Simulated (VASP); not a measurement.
**Y: single point with PBE**

Y:

```
Y
1.0
     3.65354    0.00000    0.00000
    -1.82677    3.16406    0.00000
     0.00000    0.00000    5.69886
Y
2
Cartesian
  0.0000 2.1094 1.4247
  1.8268 1.0547 4.2741
```

```json
{
  "Program": "VASP 6.6.1",
  "Task": "single point",
  "Functional": "PBE",
  "Potentials or basis": "VASP PAW PBE potentials, release 64 (Y_sv)",
  "Cutoff": "520 eV",
  "k mesh": "10 × 10 × 6",
  "Occupations": "methfessel-paxton, width 0.6 eV",
  "Spin": "no spin polarisation"
}
```

```json
{"Pressure": "-0.2 GPa", "Band gap on the k mesh": "zero (bands 11 and 12 overlap by 1.44 eV)"}
```

Stress tensor (GPa, compression positive):
```
-0.27  0.00  0.00
 0.00 -0.27  0.00
 0.00  0.00  0.01
```

Levels at points of the mesh, in eV from the Fermi level:
```tsv
k point	band 7	band 8	band 9	band 10	band 11	band 12	band 13	band 14	band 15	band 16
(0.00, 0.00, 0.00)	-22.40	-22.38	-4.68	-1.84	0.92	1.75	1.75	2.09	2.36	2.36
(0.50, 0.00, 0.00)	-22.53	-22.46	-1.67	-1.17	-0.80	-0.12	1.42	1.45	2.09	4.98
(0.00, 0.00, 0.50)	-22.45	-22.45	-3.23	-3.23	0.97	0.97	1.66	1.66	1.66	1.66
(0.50, 0.00, 0.50)	-22.52	-22.52	-1.64	-1.64	0.08	0.08	1.38	1.38	2.75	2.75
```

It took 100 s on 1 thread of Intel Xeon 8259CL, with other jobs on the host, peak memory 0.22 GiB.

Caveat: so wide a smearing shifts energies and pressures.
